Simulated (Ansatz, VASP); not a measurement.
## One calculation of Hf, two programs

Contents of POSCAR:

```
Hf
1.0
    0.0000000000      2.0424000000      2.3088000000
    2.0424000000      0.0000000000      2.3088000000
    2.0424000000      2.0424000000      0.0000000000
Hf
1
Direct
    0.0000000000      0.0000000000      0.0000000000
```

The input INCAR.step1:

```
SYSTEM = Hf
ALGO     = Normal         ! electronic algorithm
EDIFF    = 1E-4           ! SCF threshold, eV
ENCUT    = 520            ! plane-wave cutoff, eV
GGA      = PE             ! functional
ISMEAR   = 0              ! smearing method
LASPH    = .TRUE.         ! aspherical terms in the spheres
LCHARG   = .FALSE.        ! write CHGCAR
LREAL    = .FALSE.        ! projectors in reciprocal space
LWAVE    = .TRUE.         ! write WAVECAR
NBANDS   = 11             ! bands
NELM     = 100            ! most SCF steps
PREC     = Accurate       ! precision mode
SIGMA    = 0.15           ! smearing width, eV
```

INCAR.step2

```
SYSTEM = Hf
ALGO     = Normal         ! electronic algorithm
EDIFF    = 1E-7           ! SCF threshold, eV
ENCUT    = 520            ! plane-wave cutoff, eV
ISIF     = 2              ! what is computed and relaxed
ISMEAR   = 0              ! smearing method
ISTART   = 1            
LASPH    = .TRUE.         ! aspherical terms in the spheres
LCHARG   = .FALSE.        ! write CHGCAR
LMIXTAU  = .TRUE.       
LREAL    = .FALSE.        ! projectors in reciprocal space
LWAVE    = .FALSE.        ! write WAVECAR
METAGGA  = R2SCAN         ! meta-GGA
NBANDS   = 11             ! bands
NELM     = 100            ! most SCF steps
PREC     = Accurate       ! precision mode
SIGMA    = 0.15           ! smearing width, eV
```

File KPOINTS:

```
k-points
0
G
  18 18 18
  0 0 0
```

Input for Ansatz:

```yaml
crystal:
  lattice:
    - [0.0, 2.0424, 2.3088]
    - [2.0424, 0.0, 2.3088]
    - [2.0424, 2.0424, 0.0]
  atoms:
    - { symbol: Hf, position: [0.0, 0.0, 0.0] }
basis:
  ecutwfc: 500
kpoints:
  mp_grid: { grid: [18, 18, 18] }
hamiltonian:
  xc: r2scan
scf:
  occupations: { method: gaussian, width: 0.15 }
output:
  forces: true
  stress: true
  eigenvalues: true
```

Change from the starting cell: strain -0.080 along x and y, +0.040 along z, atoms carried along.

Alike in both runs: task single point; functional r2SCAN; k mesh 18 × 18 × 18; occupations gaussian, width 0.15 eV; no spin polarisation.

|  | VASP | Ansatz |
| --- | --- | --- |
| version | VASP 6.6.1 | Ansatz 0.2.0 |
| potentials or method | VASP PAW PBE potentials, release 64 (Hf_pv), cutoff 520 eV | scalar-relativistic, plane waves, PAW |
| valence electrons in the cell | 10 | 26 |

VASP gave:

```
gap on the k mesh at the Fermi level (eV)                     : none
pressure (GPa)                                                : 19.2
traceless stress, the component that is largest in VASP (GPa) : -4.35
```

Which values does Ansatz return?

gap on the k mesh at the Fermi level (eV): none; pressure (GPa): 19.6; traceless stress, the component that is largest in VASP (GPa): -4.28.

VASP's potentials were made for PBE, not for r2SCAN. A gap of «none» marks a metal or a gap that the smearing closes. The functional is the same, so the differences come from potentials, cutoffs and numerics. VASP's potentials hold 10 valence electrons a cell and Ansatz's 26, so a difference there can come from the potentials and not from the codes.

Spin-orbit coupling is off throughout.
